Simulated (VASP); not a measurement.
A run of VASP 6.6.1 is set up as follows.

The input INCAR:

```
  ALGO = Normal
  EDIFF = 1E-6
  ENCUT = 520
  ISIF = 2
  ISMEAR = 0
  LASPH = T
  LCHARG = F
  LREAL = F
  LWAVE = F
  NBANDS = 15
  NELM = 80
  PREC = Accurate
  SIGMA = 0.05
```

The input KPOINTS:

```
k-points
0
Gamma
  6 6 6
```

POSCAR

```
CaSe
1.0
    0.0000000000      3.2505000000      3.2505000000
    3.2505000000      0.0000000000      3.2505000000
    3.2505000000      3.2505000000      0.0000000000
Ca Se
1 1
Direct
    0.0000000000      0.0000000000      0.0000000000
    0.7500000000      0.7500000000      0.7500000000
```

Potentials or basis: VASP PAW LDA potentials, release 64 (Ca_sv, Se).

Command:

```console
$ cat potpaw_LDA.64/Ca_sv/POTCAR potpaw_LDA.64/Se/POTCAR > POTCAR
$ mpirun -np 1 vasp_std > vasp.out
```

**Question.** What does it give for the band gap on the k mesh?

**Answer.** 3.03 eV, indirect (least direct gap 3.14 eV).

**Question.** Predict the pressure.

**Answer.** -1.2 GPa.

Caveat: the cell differs from its parent crystal (strain -0.015 along x and y, -0.015 along z). A k mesh can miss the band edges.
